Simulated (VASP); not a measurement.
# RbBr (F-43m) in VASP: notebook, part 2 of 2

VASP 6.6.1. Earlier steps stand in the parts before.

### Step 3. Single point, HSE06

The input, POSCAR:

```
RbBr
1.0
    0.0000000000      3.8694966421      3.8694966421
    3.8694966421      0.0000000000      3.8694966421
    3.8694966421      3.8694966421      0.0000000000
Rb Br
1 1
Direct
    0.0000000000      0.0000000000      0.0000000000
    0.2500000000      0.2500000000      0.2500000000
```

The input, INCAR.step1:

```
SYSTEM = RbBr
ALGO = Normal ; EDIFF = 1E-5
ENCUT = 520 ; GGA = PE
ISIF = 2 ; ISMEAR = 0
LASPH = .True. ; LREAL = .False.
LWAVE = .True. ; NBANDS = 15
NELM = 60 ; PREC = Accurate
SIGMA = 0.01
```

The input, INCAR.step2:

```
SYSTEM = RbBr
ALGO = Normal ; EDIFF = 1E-7
ENCUT = 520 ; GGA = PE
HFSCREEN = 0.2079 ; ISIF = 2
ISMEAR = 0 ; ISTART = 1
LASPH = .True. ; LCHARG = .True.
LELF = .True. ; LHFCALC = .True.
LREAL = .False. ; LVHAR = .True.
LWAVE = .False. ; NBANDS = 15
NELM = 60 ; PREC = Accurate
PRECFOCK = Normal ; SIGMA = 0.01
```

The input, KPOINTS:

```
k-points
0
Gamma
  4 4 4
  0 0 0
```

Potentials or basis: VASP PAW PBE potentials, release 64 (Rb_sv, Br).

Launch:

```console
$ cat potpaw_PBE.64/Rb_sv/POTCAR potpaw_PBE.64/Br/POTCAR > POTCAR
$ cp INCAR.step1 INCAR
$ mpirun -np 1 vasp_std > vasp.out
$ cp INCAR.step2 INCAR
$ mpirun -np 1 vasp_std > vasp.out
```

OUTCAR:

```text
SYSTEM = RbBr
   EDIFF = 1E-7
   ENCUT = 520
   GGA = PE
   HFSCREEN = 0.2079
   ISIF = 2
   ISMEAR = 0
   ISTART = 1
   LASPH = .True.
   LHFCALC = .True.
   LREAL = .False.
   NELM = 60
   PREC = Accurate
   PRECFOCK = Normal

 ion  position               nearest neighbor table
   1  0.000  0.000  0.000-   2 3.35   2 3.35   2 3.35   2 3.35
   2  0.250  0.250  0.250-   1 3.35   1 3.35   1 3.35   1 3.35

  LATTYP: Found a face centered cubic cell.
 ALAT       =     7.7389932842

[... 322 lines left out ...]

------------------------ aborting loop because EDIFF is reached ----------------------------------------

  FORCE on cell =-STRESS in cart. coord.  units (eV):
  Direction    XX          YY          ZZ          XY          YZ          ZX
  --------------------------------------------------------------------------------------
  -------------------------------------------------------------------------------------
  Total        0.0564170      0.0564170      0.0564170      0.0000000      0.0000000      0.0000000
  in kB        0.7800590      0.7800590      0.7800590      0.0000000      0.0000000      0.0000000
  external PRESSURE =       0.7800590 kB  Pullay stress =       0.0000000 kB

 VOLUME and BASIS-vectors are now :
 -----------------------------------------------------------------------------
  energy-cutoff  :      520.00
  volume of cell :      115.88
      direct lattice vectors                 reciprocal lattice vectors
     0.000000000  3.869496642  3.869496642    -0.129215773  0.129215773  0.129215773
     3.869496642  0.000000000  3.869496642     0.129215773 -0.129215773  0.129215773
     3.869496642  3.869496642  0.000000000     0.129215773  0.129215773 -0.129215773

 POSITION                                       TOTAL-FORCE (eV/Angst)
 -----------------------------------------------------------------------------------
      0.00000      0.00000      0.00000        -0.000000     -0.000000     -0.000000
      1.93475      1.93475      1.93475         0.000000      0.000000      0.000000
 -----------------------------------------------------------------------------------
    total drift:                                0.000001     -0.000001      0.000000

  FREE ENERGIE OF THE ION-ELECTRON SYSTEM (eV)
  ---------------------------------------------------
  free  energy   TOTEN  =        -6.8752375427 eV

  energy  without entropy=       -6.8752375427  energy(sigma->0) =       -6.87523754
```

OUTCAR.step1:

```text
SYSTEM = RbBr
   EDIFF = 1E-5
   ENCUT = 520
   GGA = PE
   ISIF = 2
   ISMEAR = 0
[... 348 lines left out ...]
      0.00000      0.00000      0.00000         0.000000      0.000000      0.000000
      1.93475      1.93475      1.93475        -0.000000     -0.000000     -0.000000
 -----------------------------------------------------------------------------------
    total drift:                                0.000000      0.000000      0.000000

  FREE ENERGIE OF THE ION-ELECTRON SYSTEM (eV)
  ---------------------------------------------------
  free  energy   TOTEN  =        -5.9275006915 eV

  energy  without entropy=       -5.9275006915  energy(sigma->0) =       -5.92750069
```

OSZICAR.step1:

```text
N       E                     dE             d eps       ncg     rms          rms(c)
DAV:   1     0.931452184504E+02    0.93145E+02   -0.60602E+03   240   0.859E+02
DAV:   2     0.174473666406E+01   -0.91400E+02   -0.82842E+02   327   0.158E+02
DAV:   3    -0.611320777260E+01   -0.78579E+01   -0.78252E+01   324   0.488E+01
DAV:   4    -0.632197278931E+01   -0.20877E+00   -0.20869E+00   367   0.803E+00
DAV:   5    -0.632368810932E+01   -0.17153E-02   -0.17153E-02   317   0.728E-01    0.285E+00
DAV:   6    -0.595258114749E+01    0.37111E+00   -0.46026E-01   317   0.271E+00    0.186E+00
DAV:   7    -0.590058356381E+01    0.51998E-01   -0.23492E-01   317   0.198E+00    0.965E-01
DAV:   8    -0.592267146843E+01   -0.22088E-01   -0.24338E-02   301   0.819E-01    0.152E-01
DAV:   9    -0.592572961949E+01   -0.30582E-02   -0.32056E-03   254   0.260E-01    0.119E-01
DAV:  10    -0.592745655157E+01   -0.17269E-02   -0.11216E-03   240   0.207E-01    0.228E-02
DAV:  11    -0.592748894248E+01   -0.32391E-04   -0.10332E-04   324   0.528E-02    0.929E-03
DAV:  12    -0.592750043536E+01   -0.11493E-04   -0.22245E-05   232   0.348E-02    0.255E-03
DAV:  13    -0.592750069154E+01   -0.25618E-06   -0.53672E-07   204   0.467E-03
   1 F= -.59275007E+01 E0= -.59275007E+01  d E =-.539370E-17
```

Wall time 14 min (1 thread of AMD EPYC 7R43 (Zen 3), shared host); peak memory 0.33 GiB.

Results:

```
Free energy            : -6.8752 eV
Pressure               : 0.1 GPa
Band gap on the k mesh : 5.18 eV (least direct gap 5.26 eV)
```

Caveat: the PAW data sets were made with another functional, which shifts forces and pressure a little. A k mesh can miss the band edges.

### Step 4. Single point, PBE0

POSCAR is that of step 3.

The input, INCAR.step1:

```
SYSTEM = RbBr
ALGO = Normal ; EDIFF = 1E-5
ENCUT = 520 ; GGA = PE
ISIF = 2 ; ISMEAR = 0
LASPH = .True. ; LCHARG = .False.
LREAL = .False. ; LWAVE = .True.
NBANDS = 15 ; NELM = 100
PREC = Accurate ; SIGMA = 0.01
```

The input, INCAR.step2:

```
SYSTEM = RbBr
AEXX = 0.25 ; ALGO = Normal
EDIFF = 1E-7 ; ENCUT = 520
GGA = PE ; ISIF = 2
ISMEAR = 0 ; ISTART = 1
LASPH = .True. ; LCHARG = .False.
LHFCALC = .True. ; LREAL = .False.
LWAVE = .False. ; NBANDS = 15
NELM = 100 ; PREC = Accurate
PRECFOCK = Normal ; SIGMA = 0.01
```

KPOINTS is that of step 3.

Launch:

```console
$ cat potpaw_PBE.64/Rb_sv/POTCAR potpaw_PBE.64/Br/POTCAR > POTCAR
$ cp INCAR.step1 INCAR
$ mpirun -np 1 vasp_std > vasp.out
$ cp INCAR.step2 INCAR
$ mpirun -np 1 vasp_std > vasp.out
```

It took 12 min on 1 thread of AMD EPYC 7R43 (Zen 3), shared host; peak memory 0.23 GiB.

It converged, with:

| Item | Value |
| --- | --- |
| Free energy | -7.3885 eV |
| Pressure | 0.1 GPa |
| Band gap on the k mesh | 5.91 eV (least direct gap 6.00 eV) |

Levels at points of the mesh, in eV from the valence-band top:
```csv
k point,band 6,band 7,band 8,band 9,band 10,band 11
"(0.00, 0.00, 0.00)",-0.09,-0.09,-0.09,5.91,10.26,10.26
"(0.50, 0.00, 0.00)",-0.30,-0.04,-0.04,8.19,8.34,9.81
"(0.50, 0.50, 0.00)",-0.40,0.00,0.00,7.76,8.63,10.53
```

Caveat: the PAW data sets were made with another functional, which shifts forces and pressure a little.

### Step 5. Overview

```tsv
level	k mesh	grid for exact exchange (PRECFOCK)	share of exact exchange	screening parameter	gap on the mesh (eV)	pressure (GPa)
PBE	6 × 6 × 6	-	-	-	4.08	0.2
HSE06	4 × 4 × 4	Normal	0.25	0.2079 1/Å	5.18	0.1
PBE0	4 × 4 × 4	Normal	0.25	-	5.91	0.1
```

Alike in all rows: task single point; potentials or basis VASP PAW PBE potentials, release 64 (Rb_sv, Br); no spin polarisation; cell as given; cutoff (eV) 520; smearing gaussian 0.01 eV.

On the cell as given the gap runs from 4.08 eV (PBE) to 5.91 eV (PBE0); the meshes differ, which moves gaps too.

Caveats: the PAW data sets were made with another functional, which shifts forces and pressure a little (at least some runs).

Total energies depend on the potentials used, so only differences within one code and one set of settings carry meaning.
